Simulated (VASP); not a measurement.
# Pt in VASP: further runs

The runs below take Pt through single point, with PBEsol, r2SCAN.

Program: VASP 6.6.1. These are calculated values, not measurements. Logs are shortened: lines on timing, memory, paths and dates and some standing lists are left out, and cuts for length are marked.

### Step 1. The cell of the first run

The structure is hexagonal, space group P6_3/mmc (No. 194). Conventional cell: a = 2.761 Å, b = 2.761 Å, c = 4.792 Å, α = 90.00°, β = 90.00°, γ = 120.00°. Within 3.6 Å of Pt (site symmetry -6m2) lie 12 Pt at 2.76 to 2.88 Å.

This isn't the form of Pt at room conditions, which is fcc.

### Step 2. Single point, PBEsol, non-collinear spin, zero start, spin-orbit coupling

INCAR

```
PREC = Accurate ; ENCUT = 520
EDIFF = 1E-7 ; ISMEAR = -1
SIGMA = 0.05 ; LREAL = False
LASPH = True ; NELM = 150
ALGO = Fast ; ISIF = 2
LWAVE = False ; LCHARG = False
MAGMOM = 0 0 0 0 0 0 ; LORBIT = 11
LSORBIT = True ; GGA_COMPAT = False
LORBMOM = True ; LMAXMIX = 4
GGA = PS ; NBANDS = 32
```

KPOINTS

```
regular mesh
0
Gamma
  11 11 6
```

POSCAR

```
Pt
1.0
    2.7606656158      0.0000000000      0.0000000000
   -1.3803328079      2.3908065546      0.0000000000
    0.0000000000      0.0000000000      4.7921340000
Pt
2
Direct
    0.3333333333      0.6666666667      0.2500000000
    0.6666666667      0.3333333333      0.7500000000
```

Potentials or basis: VASP PAW PBE potentials, release 64 (Pt).

Run with:

```console
$ cat potpaw_PBE.64/Pt/POTCAR > POTCAR
$ mpirun -np 1 vasp_ncl > vasp.out
```

OUTCAR:

```text
PREC = Accurate
   ENCUT = 520
   EDIFF = 1E-7
   ISMEAR = -1
   LREAL = False
   LASPH = True
   NELM = 150
   ISIF = 2
   LORBIT = 11
   LSORBIT = True
   GGA = PS

 ion  position               nearest neighbor table
   1  0.333  0.667  0.250-   2 2.88   2 2.88   2 2.88   2 2.88   2 2.88   2 2.88
   2  0.667  0.333  0.750-   1 2.88   1 2.88   1 2.88   1 2.88   1 2.88   1 2.88

  LATTYP: Found a hexagonal cell.
 ALAT       =     2.7606656158
 C/A-ratio  =     1.7358618054

  Lattice vectors:

 A1 = (   2.7606656158,   0.0000000000,   0.0000000000)
 A2 = (  -1.3803328079,   2.3908065546,   0.0000000000)
 A3 = (   0.0000000000,   0.0000000000,   4.7921340000)

Analysis of symmetry for initial positions (statically):
=====================================================================
 Subroutine PRICEL returns:
 Original cell was already a primitive cell.

 Routine SETGRP: Setting up the symmetry group for a
 hexagonal supercell.

 Subroutine GETGRP returns: Found 24 space group operations
 (whereof 12 operations were pure point group operations)
 out of a pool of 24 trial point group operations.

The static configuration has the point symmetry D_3d.
 The point group associated with its full space group is D_6h.

Analysis of symmetry for dynamics (positions and initial velocities):
=====================================================================
 Subroutine PRICEL returns:
 Original cell was already a primitive cell.

 Routine SETGRP: Setting up the symmetry group for a
 hexagonal supercell.

 Subroutine GETGRP returns: Found 24 space group operations
 (whereof 12 operations were pure point group operations)
 out of a pool of 24 trial point group operations.

The dynamic configuration has the point symmetry D_3d.
 The point group associated with its full space group is D_6h.

Analysis of structural, dynamic, and magnetic symmetry:
=====================================================================
 Subroutine PRICEL returns:
 Original cell was already a primitive cell.

 Routine SETGRP: Setting up the symmetry group for a
 hexagonal supercell.

 Subroutine GETGRP returns: Found 24 space group operations
 (whereof 12 operations were pure point group operations)
 out of a pool of 24 trial point group operations.

The overall configuration has the point symmetry D_3d.
 The point group associated with its full space group is D_6h.

 Subroutine INISYM returns: Found 24 space group operations
 (whereof 12 operations are pure point group operations),
 and found     1 'primitive' translations

----------------------------------------------------------------------------------------

                                     Primitive cell

  volume of cell :      31.6291

  direct lattice vectors                    reciprocal lattice vectors
     2.760665616  0.000000000  0.000000000     0.362231483  0.209134444  0.000000000
    -1.380332808  2.390806555  0.000000000     0.000000000  0.418268888  0.000000000
     0.000000000  0.000000000  4.792134000     0.000000000  0.000000000  0.208675300

  length of vectors
     2.760665616  2.760665616  4.792134000     0.418268888  0.418268888  0.208675300

  position of ions in fractional coordinates (direct lattice)
     0.333333333  0.666666667  0.250000000
     0.666666667  0.333333333  0.750000000

  ion indices of the primitive-cell ions
   primitive index   ion index
                 1           1
                 2           2

----------------------------------------------------------------------------------------

 KPOINTS: regular mesh

Automatic generation of k-mesh.
 Grid dimensions read from file:
 generate k-points for:   11   11    6

 Generating k-lattice:

  Cartesian coordinates                     Fractional coordinates (reciprocal lattice)
     0.032930135  0.019012222  0.000000000     0.090909091  0.000000000  0.000000000
     0.000000000  0.038024444  0.000000000     0.000000000  0.090909091  0.000000000
     0.000000000  0.000000000  0.034779217     0.000000000  0.000000000  0.166666667

  Length of vectors
     0.038024444  0.038024444  0.034779217

  Shift w.r.t. Gamma in fractional coordinates (k-lattice)
     0.000000000  0.000000000  0.000000000

 Subroutine IBZKPT returns following result:
 ===========================================

 Found     64 irreducible k-points:

 Following reciprocal coordinates:
            Coordinates               Weight
  0.000000  0.000000  0.000000      1.000000
[... 48 lines left out ...]
   ISIF   =      2    stress and relaxation
   ISYM   =      2    0-nonsym 1-usesym 2-fastsym
   POTIM  = 0.5000    time-step for ionic-motion
   TEBEG  =    0.0;   TEEND  =   0.0 temperature during run
   PSTRESS=    0.0 pullay stress
   NELECT =      20.0000    total number of electrons
   NUPDOWN=      -1.0000    fix difference up-down
   EMIN   =  10.00;   EMAX   =-10.00  energy-range for DOS
   EFERMI =   0.00;   METHOD = LEGACY
   ISMEAR =    -1;   SIGMA  =   0.05  broadening in eV -4-tet -1-fermi 0-gaus
   EFERMI_NEDOS =   21; number of points for ismear=-14 and -15
   IALGO  =     68    algorithm
   IMIX   =      4    mixing-type and parameters
     AMIX     =   0.40;   BMIX     =  1.00
     AMIX_MAG =   1.60;   BMIX_MAG =  1.00
  volume/ion in A,a.u.               =      15.81       106.72
  Fermi-wavevector in a.u.,A,eV,Ry     =   1.405149  2.655347 26.863944  1.974444
  Thomas-Fermi vector in A             =   2.527639
   LORBIT       =     11    0 simple, 1 ext, 2 COOP (PROOUT), +10 PAW based schemes
   GGA     = PS    functional components
   LHFCALC =     F    Hartree Fock is set to
   AEXX    =    0.0000 exact exchange contribution
   IVDW    =     0    specifies the selected vdW correction
   LEPSILON=     F    determine dielectric tensor
   LRPA    =     F    only Hartree local field effects (RPA)
 RMM-DIIS sequential band-by-band and
  energy-cutoff  :      520.00
  volume of cell :       31.63
 maximum number of plane-waves:      1736
 NGX is ok and might be reduce to    24
   NGX = 11   NGY = 11   NGZ = 17

 number of electron      20.0000004 magnetization       0.0000000      0.0000000      0.0000000

 number of electron      20.0000004 magnetization      -0.0000000     -0.0000000     -0.0000000

 number of electron      20.0000004 magnetization      -0.0000000     -0.0000000      0.0000000

 number of electron      20.0000004 magnetization       0.0000000     -0.0000000      0.0000000

 Free energy of the ion-electron system (eV)
  ---------------------------------------------------
  ext. energy  EPLUGINS =         0.00000000
  ---------------------------------------------------
  free energy    TOTEN  =       -14.55252057 eV

  energy without entropy =      -14.51994126  energy(sigma->0) =      -14.53623092

 E-fermi :  10.2780     XC(G=0): -13.3466

 val. band max:       10.2749150802   @ k =   0.3636   0.0909   0.5000
 cond. band min:      10.2781835724   @ k =   0.2727   0.2727   0.5000
 fundamental gap:      0.0032684922
 Fermi energy:        10.2780268571

 k-point     1 :       0.0000    0.0000    0.0000
  band No.  band energies     occupation
      1       0.4328      1.00000
      2       0.4328      1.00000
      3       3.0633      1.00000
      4       3.0633      1.00000
      5       6.0170      1.00000
      6       6.0170      1.00000
[... 829 lines left out ...]
     31      26.6338      0.00000
     32      26.6339      0.00000

 [... further k-points ...]

------------------------ aborting loop because EDIFF is reached ----------------------------------------

  FORCE on cell =-STRESS in cart. coord.  units (eV):
  Direction    XX          YY          ZZ          XY          YZ          ZX
  --------------------------------------------------------------------------------------
  -------------------------------------------------------------------------------------
  Total       -1.9166686     -1.9166686     -2.2309773     -0.0000000      0.0000000      0.0000000
  in kB      -97.0890866    -97.0890866   -113.0104333     -0.0000000      0.0000000      0.0000000
  external PRESSURE =    -102.3962022 kB  Pullay stress =       0.0000000 kB

 VOLUME and BASIS-vectors are now :
 -----------------------------------------------------------------------------
  energy-cutoff  :      520.00
  volume of cell :       31.63
      direct lattice vectors                 reciprocal lattice vectors
     2.760665616  0.000000000  0.000000000     0.362231483  0.209134444  0.000000000
    -1.380332808  2.390806555  0.000000000     0.000000000  0.418268888  0.000000000
     0.000000000  0.000000000  4.792134000     0.000000000  0.000000000  0.208675300

 POSITION                                       TOTAL-FORCE (eV/Angst)
 -----------------------------------------------------------------------------------
     -0.00000      1.59387      1.19803         0.000000      0.000000      0.000000
      1.38033      0.79694      3.59410        -0.000000     -0.000000      0.000000
 -----------------------------------------------------------------------------------
    total drift:                               -0.000000      0.000000     -0.000000

  FREE ENERGIE OF THE ION-ELECTRON SYSTEM (eV)
  ---------------------------------------------------
  free  energy   TOTEN  =       -14.5525205742 eV

  energy  without entropy=      -14.5199412630  energy(sigma->0) =      -14.53623092

 orbital moment (x)

 # of ion     p       d       tot
 ----------------------------------------
  1         0.000  -0.000  -0.000
  2        -0.000  -0.000  -0.000
 ----------------------------------------
           -0.000  -0.000  -0.000

 orbital moment (y)

 # of ion     p       d       tot
 ----------------------------------------
  1         0.000   0.000   0.000
  2         0.000   0.000   0.000
 ----------------------------------------
            0.000   0.000   0.000

 orbital moment (z)

 # of ion     p       d       tot
 ----------------------------------------
  1         0.000  -0.000  -0.000
  2         0.000  -0.000  -0.000
 ----------------------------------------
            0.000  -0.000  -0.000

 Spin-Orbit-Coupling matrix elements

 Ion:    1  E_soc:     -0.7926373
 l=   1
     0.0000000    -0.0309418    -0.0333321
    -0.0309418     0.0000000    -0.0309418
    -0.0333321    -0.0309418     0.0000000
 l=   2
     0.0000000    -0.0214322     0.0000000    -0.0214322    -0.0755323
    -0.0214322     0.0000000    -0.0594873    -0.0208675    -0.0214322
     0.0000000    -0.0594873     0.0000000    -0.0594873     0.0000000
    -0.0214322    -0.0208675    -0.0594873     0.0000000    -0.0214322
    -0.0755323    -0.0214322     0.0000000    -0.0214322     0.0000000
 l=   3
     0.0000000     0.0000000     0.0000000     0.0000000     0.0000000     0.0000000     0.0000000
     0.0000000     0.0000000     0.0000000     0.0000000     0.0000000     0.0000000     0.0000000
     0.0000000     0.0000000     0.0000000     0.0000000     0.0000000     0.0000000     0.0000000
     0.0000000     0.0000000     0.0000000     0.0000000     0.0000000     0.0000000     0.0000000
     0.0000000     0.0000000     0.0000000     0.0000000     0.0000000     0.0000000     0.0000000
     0.0000000     0.0000000     0.0000000     0.0000000     0.0000000     0.0000000     0.0000000
     0.0000000     0.0000000     0.0000000     0.0000000     0.0000000     0.0000000     0.0000000

 Ion:    2  E_soc:     -0.7926373
 l=   1
     0.0000000    -0.0309418    -0.0333321
    -0.0309418     0.0000000    -0.0309418
    -0.0333321    -0.0309418     0.0000000
 l=   2
     0.0000000    -0.0214322     0.0000000    -0.0214322    -0.0755323
    -0.0214322     0.0000000    -0.0594873    -0.0208675    -0.0214322
     0.0000000    -0.0594873     0.0000000    -0.0594873     0.0000000
    -0.0214322    -0.0208675    -0.0594873     0.0000000    -0.0214322
    -0.0755323    -0.0214322     0.0000000    -0.0214322     0.0000000
 l=   3
     0.0000000     0.0000000     0.0000000     0.0000000     0.0000000     0.0000000     0.0000000
     0.0000000     0.0000000     0.0000000     0.0000000     0.0000000     0.0000000     0.0000000
     0.0000000     0.0000000     0.0000000     0.0000000     0.0000000     0.0000000     0.0000000
     0.0000000     0.0000000     0.0000000     0.0000000     0.0000000     0.0000000     0.0000000
     0.0000000     0.0000000     0.0000000     0.0000000     0.0000000     0.0000000     0.0000000
     0.0000000     0.0000000     0.0000000     0.0000000     0.0000000     0.0000000     0.0000000
     0.0000000     0.0000000     0.0000000     0.0000000     0.0000000     0.0000000     0.0000000

 total charge

# of ion       s       p       d       tot
------------------------------------------
    1        0.616   0.576   7.984   9.175
    2        0.616   0.576   7.984   9.175
--------------------------------------------------
tot          1.232   1.152  15.967  18.351

 magnetization (x)

# of ion       s       p       d       tot
------------------------------------------
    1        0.000   0.000   0.000   0.000
    2        0.000   0.000  -0.000  -0.000
--------------------------------------------------
tot          0.000   0.000  -0.000  -0.000

 magnetization (y)

# of ion       s       p       d       tot
------------------------------------------
    1        0.000  -0.000   0.000   0.000
    2        0.000  -0.000  -0.000  -0.000
--------------------------------------------------
tot          0.000  -0.000   0.000  -0.000

 magnetization (z)

# of ion       s       p       d       tot
------------------------------------------
    1        0.000   0.000   0.000   0.000
    2        0.000   0.000   0.000   0.000
--------------------------------------------------
tot          0.000   0.000   0.000   0.000
```

Wall time 2.2 min (1 thread of Intel Xeon Platinum 8488C (Sapphire Rapids), shared host); peak memory 0.29 GiB.

Results:

- Free energy: -14.5525 eV
- Pressure: -10.2 GPa
- Net moment: 0.00 μB per cell
- Valence electrons inside the program's atomic spheres: Pt 9.18

Moments on the atoms (μB; x, y, z):
```
Pt  0.00 0.00 0.00
Pt  0.00 0.00 0.00
```

Caveat: the cell stands under tension; the PAW data sets were made with another functional, which shifts forces and pressure a little.

### Step 3. Single point, r2SCAN

POSCAR

```
Pt
1.0
    2.7606656158      0.0000000000      0.0000000000
   -1.3803328079      2.3908065546      0.0000000000
    0.0000000000      0.0000000000      4.7921340000
Pt
2
Direct
    0.3284440000      0.6879730000      0.2528560000
    0.6733180000      0.3227900000      0.7433810000
```

INCAR.step1

```
PREC = Accurate
ENCUT = 550
ISMEAR = 0
SIGMA = 0.005
LREAL = F
LASPH = T
NELM = 120
NBANDS = 25
GGA = PE
ALGO = Normal
EDIFF = 1E-5
LWAVE = T
LCHARG = F
GGA_COMPAT = F
```

INCAR.step2

```
PREC = Accurate
ENCUT = 550
EDIFF = 1E-6
ISMEAR = 0
SIGMA = 0.005
LREAL = F
LASPH = T
NELM = 120
ALGO = Normal
ISIF = 2
LWAVE = F
LCHARG = T
METAGGA = R2SCAN
LMIXTAU = T
LELF = T
LVHAR = T
NBANDS = 25
ISTART = 1
GGA_COMPAT = F
```

KPOINTS

```
Automatic mesh
0
Gamma
  8 8 4
```

Potentials or basis: VASP PAW PBE potentials, release 64 (Pt_sv_GW).

Run with:

```console
$ cat potpaw_PBE.64/Pt_sv_GW/POTCAR > POTCAR
$ cp INCAR.step1 INCAR
$ mpirun -np 1 vasp_std > vasp.out
$ cp INCAR.step2 INCAR
$ mpirun -np 1 vasp_std > vasp.out
```

OUTCAR:

```text
PREC = Accurate
   ENCUT = 550
   EDIFF = 1E-6
   ISMEAR = 0
   LREAL = F
   LASPH = T
   NELM = 120
   ISIF = 2
   METAGGA = R2SCAN
   ISTART = 1

 ion  position               nearest neighbor table
   1  0.328  0.688  0.253-   2 2.80   2 2.83   2 2.88   2 2.90   2 2.90   2 2.97
   2  0.673  0.323  0.743-   1 2.80   1 2.83   1 2.88   1 2.90   1 2.90   1 2.97

  LATTYP: Found a hexagonal cell.
 ALAT       =     2.7606656158
 C/A-ratio  =     1.7358618054

  Lattice vectors:
[... 860 lines left out ...]

 [... further k-points ...]

------------------------ aborting loop because EDIFF is reached ----------------------------------------

  FORCE on cell =-STRESS in cart. coord.  units (eV):
  Direction    XX          YY          ZZ          XY          YZ          ZX
  --------------------------------------------------------------------------------------
  -------------------------------------------------------------------------------------
  Total       -1.5303865     -1.5718228     -1.5426099     -0.0840081      0.0376548     -0.0250910
  in kB      -77.5219163    -79.6208806    -78.1410955     -4.2554405      1.9074098     -1.2709852
  external PRESSURE =     -78.4279641 kB  Pullay stress =       0.0000000 kB

 VOLUME and BASIS-vectors are now :
 -----------------------------------------------------------------------------
  energy-cutoff  :      550.00
  volume of cell :       31.63
      direct lattice vectors                 reciprocal lattice vectors
     2.760665616  0.000000000  0.000000000     0.362231483  0.209134444  0.000000000
    -1.380332808  2.390806555  0.000000000     0.000000000  0.418268888  0.000000000
     0.000000000  0.000000000  4.792134000     0.000000000  0.000000000  0.208675300

 POSITION                                       TOTAL-FORCE (eV/Angst)
 -----------------------------------------------------------------------------------
     -0.04291      1.64481      1.21172        -0.104072      0.026774     -0.443081
      1.41325      0.77173      3.56238         0.104072     -0.026774      0.443081
 -----------------------------------------------------------------------------------
    total drift:                               -0.000005      0.000001     -0.000005

  FREE ENERGIE OF THE ION-ELECTRON SYSTEM (eV)
  ---------------------------------------------------
  free  energy   TOTEN  =      -102.6266923093 eV

  energy  without entropy=     -102.6265789680  energy(sigma->0) =     -102.62663564
```

It took 3.1 min on 1 thread of Intel Xeon Platinum 8559C (Emerald Rapids), shared host; peak memory 0.24 GiB.

What came out:

```yaml
Free_energy: -102.6267 eV
Pressure: -7.8 GPa
Largest_force: 0.456 eV/Å
Band_gap_on_the_k_mesh: zero (bands 18 and 19 overlap by 1.38 eV)
```

Forces on the atoms (eV/Å):
```
Pt  -0.104  0.027 -0.443
Pt   0.104 -0.027  0.443
```

Caveat: the cell stands under tension; the PAW data sets were made with another functional, which shifts forces and pressure a little; spin-orbit coupling is left out, which moves the levels of the heavy elements.

### Step 4. Single point, PBEsol

INCAR

```
PREC     = Accurate       # precision mode
ENCUT    = 520            # plane-wave cutoff, eV
EDIFF    = 1E-6           # SCF threshold, eV
ISMEAR   = -1             # smearing method
SIGMA    = 0.05           # smearing width, eV
LREAL    = F              # projectors in reciprocal space
LASPH    = T              # aspherical terms in the spheres
NELM     = 100            # most SCF steps
ALGO     = Normal         # electronic algorithm
ISIF     = 2              # what is computed and relaxed
LWAVE    = F              # write WAVECAR
LCHARG   = F              # write CHGCAR
GGA      = PS             # functional
NBANDS   = 17             # bands
```

KPOINTS

```
regular mesh
0
Gamma
  8 8 4
```

POSCAR

```
Pt
1.0
    2.7606656158      0.0000000000      0.0000000000
   -1.3803328079      2.3908065546      0.0000000000
    0.0000000000      0.0000000000      4.7921340000
Pt
2
Direct
    0.3333333333      0.6666666667      0.2500000000
    0.6666666667      0.3333333333      0.7500000000
```

Potentials or basis: VASP PAW PBE potentials, release 64 (Pt).

Run with:

```console
$ cat potpaw_PBE.64/Pt/POTCAR > POTCAR
$ mpirun -np 1 vasp_std > vasp.out
```

Run time: 11 s. Hardware: 1 thread of Intel Xeon 8259CL, shared host; peak memory 0.16 GiB.

Results (log left out):

```
Free energy            : -13.7232 eV
Pressure               : -10.8 GPa
Band gap on the k mesh : zero (bands 10 and 11 overlap by 1.29 eV)
```

Stress tensor (GPa, compression positive):
```
 -9.76   0.00   0.00
  0.00  -9.76   0.00
  0.00   0.00 -12.97
```

Levels at points of the mesh, in eV from the Fermi level:
| k point | band 6 | band 7 | band 8 | band 9 | band 10 | band 11 | band 12 | band 13 | band 14 | band 15 |
| --- | --- | --- | --- | --- | --- | --- | --- | --- | --- | --- |
| (0.00, 0.00, 0.00) | -3.01 | -3.01 | -1.76 | -1.76 | -0.76 | -0.18 | -0.18 | 4.66 | 15.14 | 15.70 |
| (0.50, 0.00, 0.00) | -2.90 | -2.59 | 0.04 | 0.34 | 0.54 | 2.27 | 3.74 | 7.25 | 8.80 | 9.48 |
| (0.00, 0.00, 0.50) | -3.37 | -3.37 | -3.37 | -0.75 | -0.75 | -0.75 | -0.75 | 11.89 | 11.89 | 15.56 |
| (0.50, 0.00, 0.50) | -1.76 | -0.84 | -0.84 | 0.45 | 0.45 | 1.69 | 1.69 | 6.45 | 6.45 | 14.12 |

Caveat: the cell stands under tension; the PAW data sets were made with another functional, which shifts forces and pressure a little; spin-orbit coupling is left out, which moves the levels of the heavy elements.

(Continued in part 2 of 2.)
